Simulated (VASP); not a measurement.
Write the native input for VASP 6.6.1 that does the following.

```yaml
Task: single point
Functional: PBE
Potentials_or_basis: VASP PAW PBE potentials, release 64 (Zn, O)
Cutoff: 520 eV
k_mesh: 6 × 6 × 6
Occupations: gaussian, width 0.1 eV
Spin: no spin polarisation
Dipole_correction: no
Further_INCAR_settings: ALGO = Normal; EDIFF = 1e-07; NBANDS = 46
```

The structure of ZnO lies in POSCAR:

```
ZnO
1.0
   -1.9144167100      1.9144167100      3.5418747700
    1.9144167100     -1.9144167100      3.5418747700
    1.9144167100      1.9144167100     -3.5418747700
Zn O
4 4
Direct
    0.6600961200      0.6250000000      0.5350961200
    0.0899038800      0.1250000000      0.4649038800
    0.3750000000      0.9100961200      0.0350961200
    0.8750000000      0.3399038800      0.9649038800
    0.3750000000      0.3399038800      0.4649038800
    0.8750000000      0.9100961200      0.5350961200
    0.0899038800      0.6250000000      0.9649038800
    0.6600961200      0.1250000000      0.0350961200
```

One way to write it, as run:

INCAR

```
PREC = Accurate
ENCUT = 520
EDIFF = 1E-7
ISMEAR = 0
SIGMA = 0.1
LREAL = False
LASPH = True
NELM = 80
ALGO = Normal
ISIF = 2
LWAVE = False
LCHARG = True
GGA = PE
LELF = True
LVHAR = True
NBANDS = 46
```

KPOINTS

```
Automatic mesh
0
Gamma
  6 6 6
```

Potentials or basis: VASP PAW PBE potentials, release 64 (Zn, O).

Command:

```console
$ cat potpaw_PBE.64/Zn/POTCAR potpaw_PBE.64/O/POTCAR > POTCAR
$ mpirun -np 1 vasp_std > vasp.out
```

It gave:

```yaml
Pressure: 248.8 GPa
Largest_force: 8.887 eV/Å
Band_gap_on_the_k_mesh: 2.90 eV, indirect (least direct gap 5.02 eV)
```

Caveat: forces of over 1 eV/Å act on the atoms, so gaps and moduli don't describe the material at rest.

Wall time 66 s on 1 thread of Intel(R) Xeon(R) Platinum 8559C (Emerald Rapids), with other jobs on the host, peak memory 0.22 GiB.
